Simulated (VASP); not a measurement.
# GaSi16 (a cell with a defect): single point with PBE

The system is GaSi16 (a cell with a defect).

```
CELL_PARAMETERS angstrom
0.00000 5.43000 5.43000
5.43000 0.00000 5.43000
5.43000 5.43000 0.00000
ATOMIC_POSITIONS crystal
Si 0.00122 0.00134 0.99621
Si 0.12223 0.12226 0.12775
Si 0.00119 0.00131 0.50122
Si 0.12511 0.12477 0.62503
Si 0.98556 0.50470 0.00485
Si 0.12210 0.62788 0.12791
Si 0.00134 0.49595 0.50137
Si 0.12213 0.62785 0.62213
Si 0.50442 0.98679 0.00438
Si 0.62774 0.12227 0.12774
Si 0.49629 0.00130 0.50122
Si 0.62771 0.12231 0.62228
Si 0.50488 0.50467 0.00482
Si 0.62464 0.62573 0.12491
Si 0.50478 0.50458 0.48587
Si 0.62787 0.62784 0.62214
Ga 0.37426 0.37650 0.87485
```

- Program: VASP 6.6.1
- Task: single point
- Functional: PBE
- Potentials or basis: VASP PAW PBE potentials, release 64 (Si, Ga_d)
- Cutoff: 520 eV
- k mesh: 2 × 2 × 2
- Occupations: fermi-dirac, width 0.02 eV
- Spin: collinear spin
- Starting moments: [0.0, 0.0, 0.0, 0.0, 0.0, 0.0, 0.0, 0.0, 0.0, 0.0, 0.0, 0.0, 0.0, 0.0, 0.0, 0.0, 1.0] μB
- Dipole correction: no
- Further INCAR settings: LREAL = Auto; ALGO = Normal; EDIFF = 1e-06; NBANDS = 56

The pressure is 6.2 GPa, the largest force is 0.042 eV/Å and the net moment is 0.01 μB per cell. The valence electrons inside the program's atomic spheres are Si 1.70, 1.68, 1.71, 1.67, 1.77 (each value once); Ga 11.85.

Forces in eV/Å, atoms in the order of the input:
```
Si  -0.003  0.000  0.000
Si   0.005 -0.005 -0.005
Si   0.000  0.002  0.000
Si   0.003 -0.002  0.002
Si  -0.019  0.021  0.027
Si  -0.002  0.001 -0.001
Si   0.000 -0.001  0.001
Si   0.000  0.001 -0.003
Si   0.026 -0.024  0.023
Si   0.004  0.005  0.005
Si   0.000  0.000 -0.002
Si  -0.007 -0.003  0.003
Si  -0.018 -0.027 -0.021
Si   0.000  0.000  0.000
Si   0.028  0.019 -0.020
Si   0.000  0.002  0.000
Ga  -0.016  0.011 -0.009
```

Levels at points of the mesh, in eV from the Fermi level:
Spin up:
| k point | band 36 | band 37 | band 38 | band 39 | band 40 | band 41 |
| --- | --- | --- | --- | --- | --- | --- |
| (0.00, 0.00, 0.00) | -0.72 | -0.72 | -0.72 | -0.17 | -0.17 | -0.17 |
| (0.50, 0.00, 0.00) | -1.44 | -1.44 | -1.11 | 0.14 | 0.60 | 0.61 |
| (0.00, 0.50, 0.00) | -1.44 | -1.44 | -1.11 | 0.14 | 0.60 | 0.60 |
| (0.00, 0.00, 0.50) | -1.44 | -1.44 | -1.11 | 0.14 | 0.60 | 0.61 |
| (0.50, 0.50, 0.50) | -1.44 | -1.44 | -1.11 | 0.14 | 0.60 | 0.61 |
| (0.50, 0.50, 0.00) | -1.97 | -1.91 | -0.66 | 0.27 | 1.12 | 1.23 |
| (0.00, 0.50, 0.50) | -1.97 | -1.91 | -0.66 | 0.27 | 1.12 | 1.23 |
| (0.50, 0.00, 0.50) | -1.97 | -1.91 | -0.66 | 0.27 | 1.12 | 1.23 |
Spin down:
```csv
k point,band 36,band 37,band 38,band 39,band 40,band 41
"(0.00, 0.00, 0.00)",-0.72,-0.72,-0.72,-0.17,-0.17,-0.17
"(0.50, 0.00, 0.00)",-1.44,-1.44,-1.11,0.14,0.60,0.61
"(0.00, 0.50, 0.00)",-1.44,-1.44,-1.11,0.14,0.60,0.61
"(0.00, 0.00, 0.50)",-1.44,-1.44,-1.11,0.14,0.60,0.61
"(0.50, 0.50, 0.50)",-1.44,-1.44,-1.11,0.14,0.60,0.61
"(0.50, 0.50, 0.00)",-1.97,-1.91,-0.65,0.27,1.12,1.23
"(0.00, 0.50, 0.50)",-1.97,-1.91,-0.65,0.27,1.12,1.23
"(0.50, 0.00, 0.50)",-1.97,-1.91,-0.65,0.27,1.12,1.23
```

It took 7.3 min on 1 thread of Intel(R) Xeon(R) Platinum 8375C CPU @ 2.90GHz (Ice Lake), with other jobs on the host, peak memory 0.71 GiB.

Caveat: the k points lie up to 0.50 Å⁻¹ apart.
